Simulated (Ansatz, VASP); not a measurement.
P in VASP and in Ansatz

INCAR

```
SYSTEM = P
PREC = Accurate
ENCUT = 520
EDIFF = 1E-6
ISMEAR = -1
SIGMA = 0.05
LREAL = .FALSE.
LASPH = .TRUE.
NELM = 60
ALGO = Normal
ISIF = 2
LWAVE = .FALSE.
LCHARG = .TRUE.
GGA = PE
LELF = .TRUE.
LVHAR = .TRUE.
NBANDS = 12
```

KPOINTS

```
regular mesh
0
G
  17 17 10
  0 0 0
```

POSCAR

```
P
1.0
    2.5028770852      0.0000000000      0.0000000000
   -1.2514385426      2.1675551384      0.0000000000
    0.0000000000      0.0000000000      4.1758258690
P
2
Direct
    0.3333333333      0.6666666667      0.2500000000
    0.6666666667      0.3333333333      0.7500000000
```

Input for Ansatz:

```yaml
crystal:
  lattice:
    - [2.5028770852, 0.0, 0.0]
    - [-1.2514385426, 2.1675551384, 0.0]
    - [0.0, 0.0, 4.175825869]
  atoms:
    - { symbol: P, position: [0.3333333333, 0.6666666667, 0.25] }
    - { symbol: P, position: [0.6666666667, 0.3333333333, 0.75] }
kpoints:
  mp_grid: { grid: [17, 17, 10] }
scf:
  occupations: { method: fermi_dirac, width: 0.05 }
hamiltonian:
  xc: pbe
  pseudopotentials: { kind: all_electron, lapw: { basis_error: 0.001 } }
output:
  forces: true
  stress: true
  eigenvalues: true
  populations: true
```

Change from the starting cell: volume scaled by 0.78, LAPW.

Alike in both runs: task single point; functional PBE; k mesh 17 × 17 × 10; occupations fermi-dirac, width 0.05 eV; no spin polarisation.

|  | VASP | Ansatz |
| --- | --- | --- |
| version | VASP 6.6.1 | Ansatz 0.2.0 |
| potentials or method | VASP PAW PBE potentials, release 64 (P), cutoff 520 eV | all-electron LAPW, scalar-relativistic |

|  | VASP | Ansatz | Ansatz less VASP |
| --- | --- | --- | --- |
| pressure (GPa) | 35.7 | 36.3 | +0.67 |
| traceless stress, the component that is largest in VASP (GPa) | 0.05 | 0.06 | +0.006 |

Both programs put the cell under a high pressure, so it lies far from rest at this level. Ansatz ran all-electron here, and VASP with PAW potentials.
